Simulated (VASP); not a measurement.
Write the native input for VASP 6.6.1 that does the following.

```
Task                   : single point
Functional             : LDA
Potentials or basis    : VASP PAW LDA potentials, release 64 (V_sv)
Cutoff                 : 520 eV
k mesh                 : 25 × 25 × 25
Occupations            : fermi-dirac, width 0.05 eV
Spin                   : collinear spin, ferromagnetic start
Starting moments       : [1.0] μB
Dipole correction      : no
Further INCAR settings : ALGO = Normal; EDIFF = 1e-07; NBANDS = 16
```

The structure of V lies in POSCAR:

```
V
1.0
   -1.4631158339      1.4631158339      1.4631158339
    1.4631158339     -1.4631158339      1.4631158339
    1.4631158339      1.4631158339     -1.4631158339
V
1
Direct
    0.0000000000      0.0000000000      0.0000000000
```

These files were run (other wordings do the same):

INCAR

```
SYSTEM = V
ALGO = Normal
EDIFF = 1E-7
ENCUT = 520
ISIF = 2
ISMEAR = -1
ISPIN = 2
LASPH = .TRUE.
LCHARG = .FALSE.
LMAXMIX = 4
LORBIT = 11
LREAL = .FALSE.
LWAVE = .FALSE.
MAGMOM = 1
NBANDS = 16
NELM = 150
PREC = Accurate
SIGMA = 0.05
```

KPOINTS

```
k-points
0
G
  25 25 25
  0 0 0
```

Potentials or basis: VASP PAW LDA potentials, release 64 (V_sv).

Run with:

```console
$ cat potpaw_LDA.64/V_sv/POTCAR > POTCAR
$ mpirun -np 1 vasp_std > vasp.out
```

It gave:

```
Pressure                                              : 0.5 GPa
Net moment                                            : 0.00 μB per cell
Valence electrons inside the program's atomic spheres : V 11.81
```

Run time: 4.2 min on 1 thread of Intel Xeon 8259CL, with other jobs on the host, peak memory 0.24 GiB.
